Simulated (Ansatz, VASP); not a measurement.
# P in VASP and in Ansatz

```xyz
1
Lattice="0.0000 1.7984 1.7984 1.7984 0.0000 1.7984 1.7984 1.7984 0.0000" Properties=species:S:1:pos:R:3 pbc="T T T"
P     0.0000    0.0000    0.0000
```

Change from the starting cell: volume scaled by 0.84, PAW files.

Alike in both runs: task single point; functional LDA; k mesh 17 × 17 × 17; occupations fermi-dirac, width 0.1 eV; no spin polarisation.

|  | VASP | Ansatz |
| --- | --- | --- |
| version | VASP 6.6.1 | Ansatz 0.2.0 |
| potentials or method | VASP PAW LDA potentials, release 64 (P) | PAW with Ansatz's default frozen-core files, scalar-relativistic |
| plane-wave cutoff (eV) | 520 | 420 |
| valence electrons in the cell | 5 | 5 |

VASP gave:

```
pressure (GPa) : 25.7
```

Task: Estimate Ansatz's values.

Result: Pressure (GPa): 26.0.

LDA's correlation is that of Perdew and Zunger in VASP and of Perdew and Wang (1992) in Ansatz.
